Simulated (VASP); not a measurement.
# Pt (R-3m) in VASP: notebook

Pt is run at these levels: PBE; tasks: single point.

Program: VASP 6.6.1. These are calculated values, not measurements. Logs are shortened: lines on timing, memory, paths and dates and some standing lists are left out, and cuts for length are marked.

### Step 1. The cell of the first run

It takes space group R-3m (No. 166, trigonal). Conventional cell: a = 2.905 Å, b = 2.905 Å, c = 6.601 Å, α = 90.00°, β = 90.00°, γ = 120.00°. Within 3.6 Å of Pt (site symmetry -3m) lie 12 Pt at 2.77 to 2.91 Å.

### Step 2. Single point, PBE

The input, INCAR:

```
ALGO = Normal
EDIFF = 1E-7
ENCUT = 520
GGA = PE
ISIF = 2
ISMEAR = 0
LASPH = True
LCHARG = True
LELF = True
LREAL = False
LVHAR = True
LWAVE = False
NBANDS = 11
NELM = 60
PREC = Accurate
SIGMA = 0.15
```

The input, KPOINTS:

```
k-points
0
Gamma
  20 20 20
```

The input, POSCAR:

```
Pt
1.0
   -0.0992482356      1.9551902408      1.9551902408
    1.9551902408     -0.0992482356      1.9551902408
    1.9551902408      1.9551902408     -0.0992482356
Pt
1
Direct
    0.0000000000      0.0000000000      0.0000000000
```

Potentials or basis: VASP PAW PBE potentials, release 64 (Pt).

Run with:

```bash
cat potpaw_PBE.64/Pt/POTCAR > POTCAR
mpirun -np 1 vasp_std > vasp.out
```

OUTCAR:

```text
EDIFF = 1E-7
   ENCUT = 520
   GGA = PE
   ISIF = 2
   ISMEAR = 0
   LASPH = True
   LREAL = False
   NELM = 60
   PREC = Accurate

 ion  position               nearest neighbor table
   1  0.000  0.000  0.000-

  LATTYP: Found a trigonal (rhomboedric) cell.
 ALAT       =     2.7668371777
 COS(alpha) =     0.4486605419

  Lattice vectors:

 A1 = (  -0.0992482356,   1.9551902408,   1.9551902408)
 A2 = (   1.9551902408,  -0.0992482356,   1.9551902408)
 A3 = (   1.9551902408,   1.9551902408,  -0.0992482356)

Analysis of symmetry for initial positions (statically):
=====================================================================
 Subroutine PRICEL returns:
 Original cell was already a primitive cell.

 Routine SETGRP: Setting up the symmetry group for a
 trigonal (rhombohedral) supercell.

 Subroutine GETGRP returns: Found 12 space group operations
 (whereof 12 operations were pure point group operations)
 out of a pool of 12 trial point group operations.

The static configuration has the point symmetry D_3d.

Analysis of symmetry for dynamics (positions and initial velocities):
=====================================================================
 Subroutine PRICEL returns:
 Original cell was already a primitive cell.

 Routine SETGRP: Setting up the symmetry group for a
 trigonal (rhombohedral) supercell.

 Subroutine GETGRP returns: Found 12 space group operations
 (whereof 12 operations were pure point group operations)
 out of a pool of 12 trial point group operations.

The dynamic configuration has the point symmetry D_3d.

 Subroutine INISYM returns: Found 12 space group operations
 (whereof 12 operations are pure point group operations),
 and found     1 'primitive' translations

----------------------------------------------------------------------------------------

                                     Primitive cell

  volume of cell :      16.0857

  direct lattice vectors                    reciprocal lattice vectors
    -0.099248236  1.955190241  1.955190241    -0.237037600  0.249713408  0.249713408
     1.955190241 -0.099248236  1.955190241     0.249713408 -0.237037600  0.249713408
     1.955190241  1.955190241 -0.099248236     0.249713408  0.249713408 -0.237037600

  length of vectors
     2.766837178  2.766837178  2.766837178     0.425323872  0.425323872  0.425323872

  position of ions in fractional coordinates (direct lattice)
     0.000000000  0.000000000  0.000000000

  ion indices of the primitive-cell ions
   primitive index   ion index
                 1           1

----------------------------------------------------------------------------------------

 KPOINTS: k-points

Automatic generation of k-mesh.
 Grid dimensions read from file:
 generate k-points for:   20   20   20

 Generating k-lattice:

  Cartesian coordinates                     Fractional coordinates (reciprocal lattice)
    -0.011851880  0.012485670  0.012485670     0.050000000 -0.000000000 -0.000000000
     0.012485670 -0.011851880  0.012485670    -0.000000000  0.050000000 -0.000000000
     0.012485670  0.012485670 -0.011851880    -0.000000000 -0.000000000  0.050000000

  Length of vectors
     0.021266194  0.021266194  0.021266194

  Shift w.r.t. Gamma in fractional coordinates (k-lattice)
     0.000000000  0.000000000  0.000000000

 Subroutine IBZKPT returns following result:
 ===========================================

 Found    781 irreducible k-points:

 Following reciprocal coordinates:
            Coordinates               Weight
  0.000000  0.000000  0.000000      1.000000
  0.050000 -0.000000 -0.000000      6.000000
  0.100000  0.000000  0.000000      6.000000
  0.150000  0.000000  0.000000      6.000000
  0.200000  0.000000  0.000000      6.000000
  0.250000  0.000000  0.000000      6.000000
[... 16 lines left out ...]
 -0.400000  0.050000  0.000000     12.000000
 -0.350000  0.050000 -0.000000     12.000000
 [... further k-points ...]
   k-points           NKPTS =    781   k-points in BZ     NKDIM =    781   number of bands    NBANDS=     11
   number of dos      NEDOS =    301   number of ions     NIONS =      1
   total plane-waves  NPLWV =  13824
   dimension x,y,z NGX =    24 NGY =   24 NGZ =   24
   dimension x,y,z NGXF=    48 NGYF=   48 NGZF=   48
   ions per type =               1
   NGX,Y,Z   is equivalent  to a cutoff of  14.42, 14.42, 14.42 a.u.
   NGXF,Y,Z  is equivalent  to a cutoff of  28.84, 28.84, 28.84 a.u.
 SYSTEM =  unknown system
   PREC   = accura    normal or accurate (medium, high low for compatibility)
   ISTART =      0    job   : 0-new  1-cont  2-samecut
   ICHARG =      2    charge: 1-file 2-atom 10-const
   ISPIN  =      1    spin polarized calculation?
   LNONCOLLINEAR =      F non collinear calculations
   LSORBIT =      F    spin-orbit coupling
   LASPH  =      T    aspherical Exc in radial PAW
   ENCUT  =  520.0 eV  38.22 Ry    6.18 a.u.   5.14  5.14  5.14*2*pi/ulx,y,z
   NELM   =     60;   NELMIN=  2; NELMDL= -5     # of ELM steps
   EDIFF  = 0.1E-06   stopping-criterion for ELM
   LREAL  =      F    real-space projection
   EDIFFG = 0.1E-05   stopping-criterion for IOM
   NSW    =      0    number of steps for IOM
   IBRION =     -1    ionic relax: 0-MD 1-quasi-New 2-CG
   NFREE  =      0    steps in history (QN), initial steepest desc. (CG)
   ISIF   =      2    stress and relaxation
   ISYM   =      2    0-nonsym 1-usesym 2-fastsym
   POTIM  = 0.5000    time-step for ionic-motion
   TEBEG  =    0.0;   TEEND  =   0.0 temperature during run
   PSTRESS=    0.0 pullay stress
   NELECT =      10.0000    total number of electrons
   NUPDOWN=      -1.0000    fix difference up-down
   EMIN   =  10.00;   EMAX   =-10.00  energy-range for DOS
   EFERMI =   0.00;   METHOD = LEGACY
   ISMEAR =     0;   SIGMA  =   0.15  broadening in eV -4-tet -1-fermi 0-gaus
   EFERMI_NEDOS =   21; number of points for ismear=-14 and -15
   IALGO  =     38    algorithm
   IMIX   =      4    mixing-type and parameters
     AMIX     =   0.40;   BMIX     =  1.00
     AMIX_MAG =   1.60;   BMIX_MAG =  1.00
  volume/ion in A,a.u.               =      16.09       108.55
  Fermi-wavevector in a.u.,A,eV,Ry     =   1.397209  2.640342 26.561201  1.952193
  Thomas-Fermi vector in A             =   2.520488
   LORBIT       =      0    0 simple, 1 ext, 2 COOP (PROOUT), +10 PAW based schemes
   GGA     = PE    functional components
   LHFCALC =     F    Hartree Fock is set to
   AEXX    =    0.0000 exact exchange contribution
   IVDW    =     0    specifies the selected vdW correction
   LEPSILON=     F    determine dielectric tensor
   LRPA    =     F    only Hartree local field effects (RPA)
 non-spin polarized calculation
 Gauss-broadening in eV      SIGMA  =   0.15
  energy-cutoff  :      520.00
  volume of cell :       16.09
 maximum number of plane-waves:       452
 NGX is ok and might be reduce to    24
   NGX = 11   NGY = 11   NGZ = 11

 number of electron      10.0000000 magnetization

 number of electron       9.9999999 magnetization

 Free energy of the ion-electron system (eV)
  ---------------------------------------------------
  ext. energy  EPLUGINS =         0.00000000
  ---------------------------------------------------
  free energy    TOTEN  =        -6.07827072 eV

  energy without entropy =       -6.05889719  energy(sigma->0) =       -6.06858396

 E-fermi :  10.0543     XC(G=0): -13.0994

 val. band max:       10.0523899635   @ k =  -0.3000   0.4000   0.2500
 cond. band min:      10.0547303872   @ k =  -0.1500  -0.3500   0.0500
 fundamental gap:      0.0023404237
 Fermi energy:        10.0542654172

 k-point     1 :       0.0000    0.0000    0.0000
  band No.  band energies     occupation
      1       0.5550      2.00000
      2       6.2898      2.00000
      3       6.2898      2.00000
      4       7.2296      2.00000
      5       8.6812      2.00000
      6       8.6812      2.00000
      7      24.7792      0.00000
      8      28.7320      0.00000
      9      28.7320      0.00000
     10      31.2070      0.00000
     11      34.5935      0.00000

 k-point     2 :       0.0500   -0.0000   -0.0000
  band No.  band energies     occupation
      1       0.6459      2.00000
      2       6.2771      2.00000
      3       6.3116      2.00000
      4       7.2496      2.00000
      5       8.6657      2.00000
      6       8.6661      2.00000
      7      24.9048      0.00000
      8      28.3103      0.00000
      9      28.8800      0.00000
     10      31.2346      0.00000
     11      35.1424      0.00000

 k-point     3 :       0.1000    0.0000    0.0000
  band No.  band energies     occupation
      1       0.9122      2.00000
      2       6.2356      2.00000
      3       6.3682      2.00000
      4       7.3152      2.00000
      5       8.6314      2.00000
      6       8.6322      2.00000
      7      25.2383      0.00000
      8      27.2684      0.00000
      9      29.3127      0.00000
     10      31.4778      0.00000
     11      35.8468      0.00000

 k-point     4 :       0.1500    0.0000    0.0000
  band No.  band energies     occupation
      1       1.3321      2.00000
      2       6.1758      2.00000
      3       6.4332      2.00000
      4       7.4176      2.00000
      5       8.6138      2.00000
      6       8.6184      2.00000
      7      25.4297      0.00000
      8      26.1781      0.00000
      9      29.9940      0.00000
     10      31.9563      0.00000
     11      34.5701      0.00000

 k-point     5 :       0.2000    0.0000    0.0000
  band No.  band energies     occupation
      1       1.8599      2.00000
      2       6.1499      2.00000
      3       6.4696      2.00000
      4       7.5009      2.00000
      5       8.6592      2.00000
      6       8.6932      2.00000
      7      24.1750      0.00000
      8      26.2688      0.00000
      9      30.8382      0.00000
     10      32.4456      0.00000
     11      33.5638      0.00000
[... 211 lines left out ...]
 k-point    21 :       0.5000    0.0500   -0.0000
  band No.  band energies     occupation
      1       3.3825      2.00000
      2       6.0986      2.00000
      3       7.2096      2.00000
      4       8.8881      2.00000
      5      10.0585      0.96789
      6      10.7198      0.00000
      7      15.2120      0.00000
      8      24.7158      0.00000
      9      28.1239      0.00000
     10      29.5471      0.00000
     11      36.9943      0.00000

 k-point    22 :      -0.4500    0.0500    0.0000
  band No.  band energies     occupation
      1       3.3803      2.00000
      2       6.1103      2.00000
      3       7.2065      2.00000
      4       8.8648      2.00000
      5      10.0028      1.37251
      6      10.5479      0.00000
      7      15.4661      0.00000
      8      24.7485      0.00000
      9      28.0589      0.00000
     10      29.7591      0.00000
     11      37.1249      0.00000

 k-point    23 :      -0.4000    0.0500    0.0000
  band No.  band energies     occupation
      1       3.3574      2.00000
      2       6.1653      2.00000
      3       7.2422      2.00000
      4       8.3049      2.00000
      5       9.7598      1.99451
      6      10.1580      0.32814
      7      16.6871      0.00000
      8      24.9621      0.00000
      9      28.3196      0.00000
     10      30.4055      0.00000
     11      36.2526      0.00000

 k-point    24 :      -0.3500    0.0500   -0.0000
  band No.  band energies     occupation
      1       3.2730      2.00000
      2       6.2517      2.00000
      3       7.2965      2.00000
      4       7.4791      2.00000
      5       9.4221      2.00000
      6       9.8279      1.96721
      7      18.3389      0.00000
      8      25.3302      0.00000
      9      28.8641      0.00000
     10      31.4250      0.00000
     11      34.8555      0.00000

 [... further k-points ...]

------------------------ aborting loop because EDIFF is reached ----------------------------------------

  FORCE on cell =-STRESS in cart. coord.  units (eV):
  Direction    XX          YY          ZZ          XY          YZ          ZX
  --------------------------------------------------------------------------------------
  -------------------------------------------------------------------------------------
  Total       -0.5501563     -0.5501563     -0.5501563      0.2947882      0.2947882      0.2947882
  in kB      -54.7969446    -54.7969446    -54.7969446     29.3616440     29.3616440     29.3616440
  external PRESSURE =     -54.7969446 kB  Pullay stress =       0.0000000 kB

 VOLUME and BASIS-vectors are now :
 -----------------------------------------------------------------------------
  energy-cutoff  :      520.00
  volume of cell :       16.09
      direct lattice vectors                 reciprocal lattice vectors
    -0.099248236  1.955190241  1.955190241    -0.237037600  0.249713408  0.249713408
     1.955190241 -0.099248236  1.955190241     0.249713408 -0.237037600  0.249713408
     1.955190241  1.955190241 -0.099248236     0.249713408  0.249713408 -0.237037600

 POSITION                                       TOTAL-FORCE (eV/Angst)
 -----------------------------------------------------------------------------------
      0.00000      0.00000      0.00000        -0.000000      0.000000     -0.000000
 -----------------------------------------------------------------------------------
    total drift:                               -0.000000      0.000000      0.000000

  FREE ENERGIE OF THE ION-ELECTRON SYSTEM (eV)
  ---------------------------------------------------
  free  energy   TOTEN  =        -6.0782707185 eV

  energy  without entropy=       -6.0588971932  energy(sigma->0) =       -6.06858396
```

Wall time 61 s (1 thread of Intel Xeon 6975P-C (Granite Rapids), shared host); peak memory 0.26 GiB.

What came out:

| Item | Value |
| --- | --- |
| Free energy | -6.0783 eV |
| Pressure | -5.5 GPa |
| Band gap on the k mesh | zero (bands 5 and 6 overlap by 2.35 eV) |

Levels at points of the mesh, in eV from the Fermi level:
| k point | band 2 | band 3 | band 4 | band 5 | band 6 | band 7 | band 8 | band 9 |
| --- | --- | --- | --- | --- | --- | --- | --- | --- |
| (0.00, 0.00, 0.00) | -3.76 | -3.76 | -2.82 | -1.37 | -1.37 | 14.72 | 18.68 | 18.68 |
| (0.50, 0.00, 0.00) | -3.94 | -2.87 | -0.38 | -0.28 | 0.16 | 5.12 | 14.55 | 18.25 |
| (0.50, 0.50, 0.00) | -5.97 | -0.10 | 0.36 | 0.60 | 1.95 | 8.29 | 10.32 | 12.17 |
| (0.50, 0.50, 0.50) | -3.57 | -3.57 | 0.24 | 0.24 | 0.46 | 6.44 | 13.80 | 17.46 |

Caveat: the cell stands under tension; spin-orbit coupling is left out, which moves the levels of the heavy elements.

(Continued in part 2 of 2.)
